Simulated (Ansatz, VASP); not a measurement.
## I: VASP beside Ansatz

File POSCAR:

```
I
1.0
    0.0000000000      2.3967303343      3.9612912976
    2.2210941101      0.0000000000      3.9612912976
    2.2210941101      2.3967303343      0.0000000000
I
1
Direct
    0.0000000000      0.0000000000      0.0000000000
```

INCAR.step1

```
SYSTEM = I
ALGO = Normal
EDIFF = 1E-4
ENCUT = 520
GGA = PE
ISMEAR = -1
LASPH = .TRUE.
LCHARG = .FALSE.
LREAL = .FALSE.
LWAVE = .TRUE.
NBANDS = 10
NELM = 80
PREC = Accurate
SIGMA = 0.05
```

File INCAR.step2:

```
SYSTEM = I
ALGO = Normal
EDIFF = 1E-7
ENCUT = 520
ISIF = 2
ISMEAR = -1
ISTART = 1
LASPH = .TRUE.
LCHARG = .TRUE.
LELF = .TRUE.
LMIXTAU = .TRUE.
LREAL = .FALSE.
LVHAR = .TRUE.
LWAVE = .FALSE.
METAGGA = R2SCAN
NBANDS = 10
NELM = 80
PREC = Accurate
SIGMA = 0.05
```

The input KPOINTS:

```
k-points
0
G
  9 9 9
  0 0 0
```

input.yaml

```yaml
crystal:
  lattice:
    - [0.0, 2.3967303343, 3.9612912976]
    - [2.2210941101, 0.0, 3.9612912976]
    - [2.2210941101, 2.3967303343, 0.0]
  atoms:
    - { symbol: I, position: [0.0, 0.0, 0.0] }
hamiltonian:
  xc: r2scan
  pseudopotentials: { kind: paw }
kpoints:
  mp_grid: { grid: [9, 9, 9] }
scf:
  occupations: { method: fermi_dirac, width: 0.05 }
output:
  forces: true
  stress: true
  eigenvalues: true
```

Alike in both runs: task single point; functional r2SCAN; k mesh 9 × 9 × 9; occupations fermi-dirac, width 0.05 eV; no spin polarisation.

|  | VASP | Ansatz |
| --- | --- | --- |
| version | VASP 6.6.1 | Ansatz 0.2.0 |
| potentials or method | VASP PAW PBE potentials, release 64 (I) | Ansatz PAW |
| plane-wave cutoff (eV) | 520 | 500 |
| valence electrons in the cell | 7 | 17 |

|  | VASP | Ansatz | Ansatz less VASP |
| --- | --- | --- | --- |
| gap on the k mesh at the Fermi level (eV) | none | none | - |
| pressure (GPa) | -1.0 | -1.0 | +0.04 |
| traceless stress, the component that is largest in VASP (GPa) | 0.86 | 0.83 | -0.027 |

VASP's potentials were made for PBE, not for r2SCAN. A gap of «none» marks a metal or a gap that the smearing closes. The functional is the same, so the differences come from potentials, cutoffs and numerics. VASP's potentials hold 7 valence electrons a cell and Ansatz's 17, so a difference there can come from the potentials and not from the codes.

Neither program's run includes spin-orbit coupling.
